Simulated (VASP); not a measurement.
GaSb: relaxation of cell and atoms with PBEsol

GaSb:

```
CELL_PARAMETERS angstrom
0.00000 3.05627 3.05627
3.05627 0.00000 3.05627
3.05627 3.05627 0.00000
ATOMIC_POSITIONS crystal
Ga 0.00000 0.00000 0.00000
Sb 0.75000 0.75000 0.75000
```

```
Program                : VASP 6.6.1
Task                   : relaxation of cell and atoms
Functional             : PBEsol
Potentials or basis    : VASP PAW PBE potentials, release 64 (Ga_d, Sb)
Cutoff                 : 600 eV
k mesh                 : 12 × 12 × 12
Occupations            : fermi-dirac, width 0.15 eV
Spin                   : no spin polarisation
Target pressure        : 2 GPa
Dipole correction      : no
Further INCAR settings : ALGO = Normal; EDIFF = 1e-06; IBRION = 2; EDIFFG = -0.001; NSW = 80; ISIF = 3
```

```
Relaxed volume                                             : 27.58 Å³/atom
Relaxed cell                                               : a = 4.273 Å, b = 4.273 Å, c = 4.273 Å, α = 60.00°, β = 60.00°, γ = 60.00°
Space group after relaxing (to 0.1 Å)                      : F-43m (No. 216)
Energy change on relaxing (the run minimises the enthalpy) : +6.1 meV/atom
Ionic steps                                                : 44
Pressure after relaxing                                    : 2.0 GPa
Band gap on the k mesh                                     : 0.26 eV
```

The path:
| step | energy change (eV) | largest force (eV/Å) | pressure (GPa) | volume (Å³) |
| --- | --- | --- | --- | --- |
| 1 | 0.0000 | 0.0000 | 0.07 | 57.10 |
| 3 | 0.0121 | 0.0000 | 2.01 | 55.17 |
| 5 | 0.0117 | 0.0000 | 1.95 | 55.21 |
| 7 | 0.0118 | 0.0000 | 1.98 | 55.20 |
| 9 | 0.0118 | 0.0000 | 1.97 | 55.20 |
| 11 | 0.0118 | 0.0000 | 1.97 | 55.20 |
| 13 | 0.0118 | 0.0000 | 1.97 | 55.20 |
| 15 | 0.0118 | 0.0000 | 1.97 | 55.20 |
| 17 | 0.0118 | 0.0000 | 1.97 | 55.20 |
| 19 | 0.0118 | 0.0000 | 1.97 | 55.20 |
| 21 | 0.0118 | 0.0000 | 1.97 | 55.20 |
| 23 | 0.0118 | 0.0000 | 1.97 | 55.20 |
| 25 | 0.0118 | 0.0000 | 1.97 | 55.20 |
| 27 | 0.0118 | 0.0000 | 1.97 | 55.19 |
| 29 | 0.0120 | 0.0000 | 2.05 | 55.18 |
| 31 | 0.0120 | 0.0000 | 1.98 | 55.18 |
| 33 | 0.0120 | 0.0000 | 1.99 | 55.18 |
| 35 | 0.0120 | 0.0000 | 1.99 | 55.18 |
| 37 | 0.0120 | 0.0000 | 1.99 | 55.18 |
| 39 | 0.0122 | 0.0000 | 2.06 | 55.17 |
| 41 | 0.0121 | 0.0000 | 1.99 | 55.17 |
| 43 | 0.0122 | 0.0000 | 2.01 | 55.17 |
| 44 | 0.0121 | 0.0000 | 2.01 | 55.17 |

Final structure:
```
Ga Sb
1.0
     0.00000    3.02148    3.02148
     3.02148    0.00000    3.02148
     3.02148    3.02148    0.00000
Ga Sb
1 1
Direct
  0.00000 0.00000 0.00000
  0.75000 0.75000 0.75000
```

Levels at points of the mesh, in eV from the valence-band top:
```csv
k point,band 6,band 7,band 8,band 9,band 10,band 11,band 12,band 13
"(0.00, 0.00, 0.00)",-11.77,0.00,0.00,0.00,0.26,2.75,2.75,2.75
"(0.50, 0.00, 0.00)",-10.04,-6.58,-1.22,-1.22,0.43,3.72,3.72,6.29
"(0.50, 0.50, 0.00)",-9.15,-7.01,-2.72,-2.72,0.80,1.09,8.91,8.91
```

Wall time 15 min on 1 thread of Intel Xeon 8259CL (shared host), peak memory 0.26 GiB.

Caveat: the cell is relaxed towards a set pressure, so the run minimises the enthalpy, not the energy; the PAW data sets were made with another functional, which shifts forces and pressure a little; spin-orbit coupling is left out, which moves the levels of the heavy elements. A k mesh can miss the band edges.
